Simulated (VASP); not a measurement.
Input of a VASP 6.6.1 run:

INCAR

```
SYSTEM = Au
PREC = Accurate ; ENCUT = 600
EDIFF = 1E-6 ; ISMEAR = 0
SIGMA = 0.1 ; LREAL = .FALSE.
LASPH = .TRUE. ; NELM = 80
ALGO = Fast ; ISIF = 3
LWAVE = .FALSE. ; LCHARG = .FALSE.
GGA = PS ; IBRION = 2
NSW = 100 ; EDIFFG = -0.01
```

KPOINTS

```
regular mesh
0
G
  24 24 24
  0 0 0
```

The input POSCAR:

```
Au
1.0
    0.0000000000      2.0439732275      2.0439732275
    2.0439732275      0.0000000000      2.0439732275
    2.0439732275      2.0439732275      0.0000000000
Au
1
Direct
    0.0000000000      0.0000000000      0.0000000000
```

Potentials or basis: VASP PAW PBE potentials, release 64 (Au).

Run with:

```bash
$ cat potpaw_PBE.64/Au/POTCAR > POTCAR
$ mpirun -np 1 vasp_std > vasp.out
```

(1) Predict the space group after relaxing (to 0.05 Å).

(2) What does it give for the relaxed volume?

(3) Estimate the relaxed cell.

Results:

(1) Fm-3m (No. 225).

(2) 17.00 Å³/atom.

(3) a = 2.886 Å, b = 2.886 Å, c = 2.886 Å, α = 60.00°, β = 60.00°, γ = 60.00°.

Caveat: the PAW data sets were made with another functional, which shifts forces and pressure a little.
